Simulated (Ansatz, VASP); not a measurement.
**One calculation of WS2, two programs**

```
W S
1.0
     1.57380    0.90864    6.27491
    -1.57380    0.90864    6.27491
     0.00000   -1.81727    6.27491
W S
1 2
Direct
  0.99933 0.99933 0.99933
  0.74796 0.74796 0.74796
  0.58401 0.58401 0.58401
```

Change from the starting cell: strain +0.000 along x and y, -0.015 along z, atoms carried along.

Alike in both runs: task single point; functional PBEsol; k mesh 12 × 12 × 12; occupations gaussian, width 0.05 eV; no spin polarisation.

|  | VASP | Ansatz |
| --- | --- | --- |
| version | VASP 6.6.1 | Ansatz 0.2.0 |
| potentials or method | VASP PAW PBE potentials, release 64 (W_sv, S), cutoff 520 eV | scalar-relativistic, plane waves, PAW |
| valence electrons in the cell | 26 | 26 |

Ansatz gave:

- gap on the k mesh at the Fermi level (eV): 1.09
- least direct gap on the mesh (eV): 1.87
- pressure (GPa): 2.7
- traceless stress, the component that is largest in VASP (GPa): 1.95
- rms of the force components (eV/Å): 0.228

Question: Which values does VASP return?

Answer: gap on the k mesh at the Fermi level (eV): 1.10; least direct gap on the mesh (eV): 1.87; pressure (GPa): 2.8; traceless stress, the component that is largest in VASP (GPa): 1.96; rms of the force components (eV/Å): 0.238.

VASP's potentials were made for PBE, not for PBEsol. Atom by atom the forces differ by 0.010 eV/Å (rms over components). The functional is the same, so the differences come from potentials, cutoffs and numerics.

Spin-orbit coupling is off throughout.
